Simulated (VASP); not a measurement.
# Cl (P6/mmm) in VASP: further runs

Runs on Cl. Level: PBE. Tasks: single point.

Everything below comes from runs of VASP 6.6.1. Logs are shortened: lines on timing, memory, paths and dates and some standing lists are left out, and cuts for length are marked.

## 1. The cell of the first run

The structure is hexagonal, space group P6/mmm (No. 191). The conventional cell has a = 3.201 Å, b = 3.201 Å, c = 2.252 Å, α = 90.00°, β = 90.00°, γ = 120.00°. Within 3.0 Å of Cl (site symmetry 6/mmm) lie 2 Cl at 2.25 Å.

## 2. Single point, PBE (19.98 Å³/atom)

Input file POSCAR:

```
Cl
1.0
    3.2007386788      0.0000000000      0.0000000000
   -1.6003693393      2.7719210067      0.0000000000
    0.0000000000      0.0000000000      2.2523033869
Cl
1
Direct
    0.0000000000      0.0000000000      0.0000000000
```

Input file INCAR.step1:

```
SYSTEM = Cl
ALGO     = Normal         ! electronic algorithm
EDIFF    = 1E-7           ! SCF threshold, eV
ENCUT    = 520            ! plane-wave cutoff, eV
GGA      = PE             ! functional
ISIF     = 2              ! what is computed and relaxed
ISMEAR   = -1             ! smearing method
LASPH    = .True.         ! aspherical terms in the spheres
LCHARG   = .True.         ! write CHGCAR
LREAL    = .False.        ! projectors in reciprocal space
LWAVE    = .False.        ! write WAVECAR
NBANDS   = 10             ! bands
NELM     = 100            ! most SCF steps
PREC     = Accurate       ! precision mode
SIGMA    = 0.1            ! smearing width, eV
```

Input file KPOINTS.step1:

```
k-points
0
Gamma
  14 14 13
  0 0 0
```

Input file INCAR.step2:

```
SYSTEM = Cl
ALGO     = Normal         ! electronic algorithm
EDIFF    = 1E-7           ! SCF threshold, eV
ENCUT    = 520            ! plane-wave cutoff, eV
GGA      = PE             ! functional
ICHARG   = 11             ! starting density
ISIF     = 2              ! what is computed and relaxed
ISMEAR   = -5             ! smearing method
LASPH    = .True.         ! aspherical terms in the spheres
LCHARG   = .False.        ! write CHGCAR
LORBIT   = 11             ! projections on sites
LREAL    = .False.        ! projectors in reciprocal space
LWAVE    = .False.        ! write WAVECAR
NEDOS    = 2001           ! points of the DOS
NELM     = 100            ! most SCF steps
PREC     = Accurate       ! precision mode
SIGMA    = 0.1            ! smearing width, eV
```

Input file KPOINTS.step2:

```
k-points
0
Gamma
  21 21 20
  0 0 0
```

Potentials or basis: VASP PAW PBE potentials, release 64 (Cl).

Launch:

```bash
$ cat potpaw_PBE.64/Cl/POTCAR > POTCAR
$ cp INCAR.step1 INCAR
$ cp KPOINTS.step1 KPOINTS
$ mpirun -np 1 vasp_std > vasp.out
$ cp INCAR.step2 INCAR
$ cp KPOINTS.step2 KPOINTS
$ mpirun -np 1 vasp_std > vasp.out
```

OUTCAR:

```text
SYSTEM = Cl
   EDIFF = 1E-7
   ENCUT = 520
   GGA = PE
   ICHARG = 11
   ISIF = 2
   ISMEAR = -5
   LASPH = .True.
   LORBIT = 11
   LREAL = .False.
   NELM = 100
   PREC = Accurate

 ion  position               nearest neighbor table
   1  0.000  0.000  0.000-

  LATTYP: Found a hexagonal cell.
 ALAT       =     3.2007386788
 C/A-ratio  =     0.7036823724

  Lattice vectors:

 A1 = (   3.2007386788,   0.0000000000,   0.0000000000)
 A2 = (  -1.6003693393,   2.7719210067,   0.0000000000)
 A3 = (   0.0000000000,   0.0000000000,   2.2523033869)

Analysis of symmetry for initial positions (statically):
=====================================================================
 Subroutine PRICEL returns:
 Original cell was already a primitive cell.

 Routine SETGRP: Setting up the symmetry group for a
 hexagonal supercell.

 Subroutine GETGRP returns: Found 24 space group operations
 (whereof 24 operations were pure point group operations)
 out of a pool of 24 trial point group operations.

The static configuration has the point symmetry D_6h.

Analysis of symmetry for dynamics (positions and initial velocities):
=====================================================================
 Subroutine PRICEL returns:
 Original cell was already a primitive cell.

 Routine SETGRP: Setting up the symmetry group for a
 hexagonal supercell.

 Subroutine GETGRP returns: Found 24 space group operations
 (whereof 24 operations were pure point group operations)
 out of a pool of 24 trial point group operations.

The dynamic configuration has the point symmetry D_6h.

 Subroutine INISYM returns: Found 24 space group operations
 (whereof 24 operations are pure point group operations),
 and found     1 'primitive' translations

----------------------------------------------------------------------------------------

                                     Primitive cell

  volume of cell :      19.9829

  direct lattice vectors                    reciprocal lattice vectors
     3.200738679  0.000000000  0.000000000     0.312427880  0.180380321  0.000000000
    -1.600369339  2.771921007  0.000000000     0.000000000  0.360760641  0.000000000
     0.000000000  0.000000000  2.252303387     0.000000000  0.000000000  0.443989920

  length of vectors
     3.200738679  3.200738679  2.252303387     0.360760641  0.360760641  0.443989920

  position of ions in fractional coordinates (direct lattice)
     0.000000000  0.000000000  0.000000000

  ion indices of the primitive-cell ions
   primitive index   ion index
                 1           1

----------------------------------------------------------------------------------------

 KPOINTS: k-points

Automatic generation of k-mesh.
 Grid dimensions read from file:
 generate k-points for:   21   21   20

 Generating k-lattice:

  Cartesian coordinates                     Fractional coordinates (reciprocal lattice)
     0.014877518  0.008589539  0.000000000     0.047619048  0.000000000  0.000000000
     0.000000000  0.017179078  0.000000000     0.000000000  0.047619048  0.000000000
     0.000000000  0.000000000  0.022199496     0.000000000  0.000000000  0.050000000

  Length of vectors
     0.017179078  0.017179078  0.022199496

  Shift w.r.t. Gamma in fractional coordinates (k-lattice)
     0.000000000  0.000000000  0.000000000

 TETIRR: Found   8960 inequivalent tetrahedra from    52920

 Subroutine IBZKPT returns following result:
 ===========================================

 Found    528 irreducible k-points:

 Following reciprocal coordinates:
            Coordinates               Weight
  0.000000  0.000000  0.000000      1.000000
  0.047619 -0.000000  0.000000      6.000000
  0.095238 -0.000000  0.000000      6.000000
  0.142857 -0.000000  0.000000      6.000000
  0.190476 -0.000000  0.000000      6.000000
  0.238095 -0.000000  0.000000      6.000000
[... 16 lines left out ...]
  0.142857  0.095238  0.000000     12.000000
  0.190476  0.095238  0.000000     12.000000
 [... further k-points ...]
   k-points           NKPTS =    528   k-points in BZ     NKDIM =    528   number of bands    NBANDS=      7
   number of dos      NEDOS =   2001   number of ions     NIONS =      1
   total plane-waves  NPLWV =  10368
   dimension x,y,z NGX =    24 NGY =   24 NGZ =   18
   dimension x,y,z NGXF=    48 NGYF=   48 NGZF=   36
   ions per type =               1
   NGX,Y,Z   is equivalent  to a cutoff of  12.47, 12.47, 13.29 a.u.
   NGXF,Y,Z  is equivalent  to a cutoff of  24.93, 24.93, 26.57 a.u.
 SYSTEM =  Cl
   PREC   = accura    normal or accurate (medium, high low for compatibility)
   ISTART =      0    job   : 0-new  1-cont  2-samecut
   ICHARG =     11    charge: 1-file 2-atom 10-const
   ISPIN  =      1    spin polarized calculation?
   LNONCOLLINEAR =      F non collinear calculations
   LSORBIT =      F    spin-orbit coupling
   LASPH  =      T    aspherical Exc in radial PAW
   ENCUT  =  520.0 eV  38.22 Ry    6.18 a.u.   5.95  5.95  4.19*2*pi/ulx,y,z
   NELM   =    100;   NELMIN=  2; NELMDL=  0     # of ELM steps
   EDIFF  = 0.1E-06   stopping-criterion for ELM
   LREAL  =      F    real-space projection
   EDIFFG = 0.1E-05   stopping-criterion for IOM
   NSW    =      0    number of steps for IOM
   IBRION =     -1    ionic relax: 0-MD 1-quasi-New 2-CG
   NFREE  =      0    steps in history (QN), initial steepest desc. (CG)
   ISIF   =      2    stress and relaxation
   ISYM   =      2    0-nonsym 1-usesym 2-fastsym
   POTIM  = 0.5000    time-step for ionic-motion
   TEBEG  =    0.0;   TEEND  =   0.0 temperature during run
   PSTRESS=    0.0 pullay stress
   NELECT =       7.0000    total number of electrons
   NUPDOWN=      -1.0000    fix difference up-down
   EMIN   =  10.00;   EMAX   =-10.00  energy-range for DOS
   EFERMI =   0.00;   METHOD = LEGACY
   ISMEAR =    -5;   SIGMA  =   0.10  broadening in eV -4-tet -1-fermi 0-gaus
   EFERMI_NEDOS =   21; number of points for ismear=-14 and -15
   IALGO  =     38    algorithm
   IMIX   =      4    mixing-type and parameters
     AMIX     =   0.40;   BMIX     =  1.00
     AMIX_MAG =   1.60;   BMIX_MAG =  1.00
  volume/ion in A,a.u.               =      19.98       134.85
  Fermi-wavevector in a.u.,A,eV,Ry     =   1.154042  2.180823 18.120408  1.331812
  Thomas-Fermi vector in A             =   2.290681
   LORBIT       =     11    0 simple, 1 ext, 2 COOP (PROOUT), +10 PAW based schemes
   GGA     = PE    functional components
   LHFCALC =     F    Hartree Fock is set to
   AEXX    =    0.0000 exact exchange contribution
   IVDW    =     0    specifies the selected vdW correction
   LEPSILON=     F    determine dielectric tensor
   LRPA    =     F    only Hartree local field effects (RPA)
 non-spin polarized calculation
 Fermi weights with tetrahedron method with Bloechl corrections
  energy-cutoff  :      520.00
  volume of cell :       19.98
 maximum number of plane-waves:       554
 NGX is ok and might be reduce to    24

 number of electron       6.9999997 magnetization

 Free energy of the ion-electron system (eV)
  ---------------------------------------------------
  ext. energy  EPLUGINS =         0.00000000
  ---------------------------------------------------
  free energy    TOTEN  =        -1.47542066 eV

  energy without entropy =       -1.47542066  energy(sigma->0) =       -1.47542066

 E-fermi :   3.0246     XC(G=0):  -9.5831

 val. band max:        3.0551331607   @ k =   0.1429  -0.0000   0.4500
 cond. band min:       3.0558841923   @ k =   0.4286  -0.0000   0.4500
 fundamental gap:      0.0007510317
 Fermi energy:         3.0246005427

 k-point     1 :       0.0000    0.0000    0.0000
  band No.  band energies     occupation
      1     -14.3903      2.00000
      2       1.1971      2.00000
      3       1.1971      2.00000
      4       7.5613      0.00000
      5       9.5560      0.00000
      6      14.7899      0.00000
      7      14.7899      0.00000

 k-point     2 :       0.0476   -0.0000    0.0000
  band No.  band energies     occupation
      1     -14.3738      2.00000
      2       1.0782      2.00000
      3       1.1754      2.00000
      4       7.5674      0.00000
      5       9.6995      0.00000
      6      14.6284      0.00000
      7      14.8837      0.00000

 k-point     3 :       0.0952   -0.0000    0.0000
  band No.  band energies     occupation
      1     -14.3254      2.00000
      2       0.7500      2.00000
      3       1.1131      2.00000
      4       7.5854      0.00000
      5      10.0895      0.00000
      6      14.2440      0.00000
      7      15.1616      0.00000

 k-point     4 :       0.1429   -0.0000    0.0000
  band No.  band energies     occupation
      1     -14.2480      2.00000
      2       0.2787      2.00000
      3       1.0180      2.00000
      4       7.6139      0.00000
      5      10.6090      0.00000
      6      13.8424      0.00000
      7      15.6142      0.00000

 k-point     5 :       0.1905   -0.0000    0.0000
  band No.  band energies     occupation
      1     -14.1463      2.00000
      2      -0.2659      2.00000
      3       0.9011      2.00000
      4       7.6505      0.00000
      5      11.0482      0.00000
      6      13.6714      0.00000
      7      16.2274      0.00000
[... 161 lines left out ...]
 k-point    22 :       0.0952    0.0952    0.0000
  band No.  band energies     occupation
      1     -14.2033      2.00000
      2       0.0624      2.00000
      3       0.9240      2.00000
      4       7.6301      0.00000
      5      10.9375      0.00000
      6      13.5488      0.00000
      7      15.9573      0.00000

 k-point    23 :       0.1429    0.0952    0.0000
  band No.  band energies     occupation
      1     -14.1049      2.00000
      2      -0.4102      2.00000
      3       0.7706      2.00000
      4       7.6651      0.00000
      5      11.4592      0.00000
      6      13.2632      0.00000
      7      16.6162      0.00000

 k-point    24 :       0.1905    0.0952    0.0000
  band No.  band energies     occupation
      1     -13.9902      2.00000
      2      -0.9050      2.00000
      3       0.6037      2.00000
      4       7.7051      0.00000
      5      11.6854      0.00000
      6      13.4140      0.00000
      7      17.3000      0.00000

 [... further k-points ...]
[... 5 lines left out ...]
  --------------------------------------------------------------------------------------
  -------------------------------------------------------------------------------------
  Total        1.0895156      1.0895156      1.1766643      0.0000000     -0.0000000      0.0000000
  in kB       87.3546585     87.3546585     94.3420237      0.0000000     -0.0000000      0.0000000
  external PRESSURE =      89.6837803 kB  Pullay stress =       0.0000000 kB

 VOLUME and BASIS-vectors are now :
 -----------------------------------------------------------------------------
  energy-cutoff  :      520.00
  volume of cell :       19.98
      direct lattice vectors                 reciprocal lattice vectors
     3.200738679  0.000000000  0.000000000     0.312427880  0.180380321  0.000000000
    -1.600369339  2.771921007  0.000000000     0.000000000  0.360760641  0.000000000
     0.000000000  0.000000000  2.252303387     0.000000000  0.000000000  0.443989920

 POSITION                                       TOTAL-FORCE (eV/Angst)
 -----------------------------------------------------------------------------------
      0.00000      0.00000      0.00000         0.000000      0.000000      0.000000
 -----------------------------------------------------------------------------------
    total drift:                               -0.000000      0.000000      0.000000

  FREE ENERGIE OF THE ION-ELECTRON SYSTEM (eV)
  ---------------------------------------------------
  free  energy   TOTEN  =        -1.4754206577 eV

  energy  without entropy=       -1.4754206577  energy(sigma->0) =       -1.47542066

 total charge

# of ion       s       p       d       tot
------------------------------------------
    1        1.646   3.324   0.000   4.970
```

Run time: 40 s. Hardware: 1 thread of Intel Xeon 6975P-C (Granite Rapids), shared host; peak memory 0.17 GiB.

Results:

```
Valence electrons inside the program's atomic spheres : Cl 4.97
```

Levels at points of the mesh, in eV from the Fermi level:
```
           k point  band 1  band 2  band 3  band 4  band 5  band 6  band 7
(0.00, 0.00, 0.00)  -17.41   -1.83   -1.83    4.54    6.53   11.77   11.77
(0.00, 0.00, 0.50)  -13.03   -7.94    0.75    0.75   12.49   12.49   13.44
```

Caveat: an odd number of electrons without spin polarisation forces a metal; a magnetic or distorted state may lie lower.

(Part 1 of 2 ends here.)
